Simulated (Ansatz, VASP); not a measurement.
**One calculation of Al, two programs**

```
Al
1.0
     2.86428    0.00000    0.00000
    -1.43214    2.48054    0.00000
     0.00000    0.00000    4.64014
Al
2
Direct
  0.19333 0.59667 0.14500
  0.80667 0.40333 0.85500
```

Change from the starting cell: shortest bond scaled by 0.58, PAW files.

Alike in both runs: task electric field gradients; functional r2SCAN; k mesh 12 × 12 × 7; occupations fermi-dirac, width 0.05 eV; no spin polarisation.

|  | VASP | Ansatz |
| --- | --- | --- |
| version | VASP 6.6.1 | Ansatz 0.2.0 |
| potentials or method | VASP PAW PBE potentials, release 64 (Al) | PAW with Ansatz's default frozen-core files, scalar-relativistic |
| plane-wave cutoff (eV) | 520 | 500 |
| valence electrons in the cell | 6 | 6 |

Ansatz gave:

| Item | Value |
| --- | --- |
| pressure (GPa) | 63.1 |
| traceless stress, the component that is largest in VASP (GPa) | 71.44 |
| rms of the force components (eV/Å) | 13.858 |
| size of Vzz on the site where it differs most (V/Å²) | 16.3 |

Question: Estimate VASP's values.

Answer: Pressure (GPa): 62.5; traceless stress, the component that is largest in VASP (GPa): 70.98; rms of the force components (eV/Å): 13.771; size of Vzz on the site where it differs most (V/Å²): 14.8.

VASP's potentials were made for PBE, not for r2SCAN. Atom by atom the forces differ by 0.088 eV/Å (rms over components). Both programs put the cell under a high pressure, so it lies far from rest at this level.

Noted on VASP's run: the cell as given lies far from equilibrium.
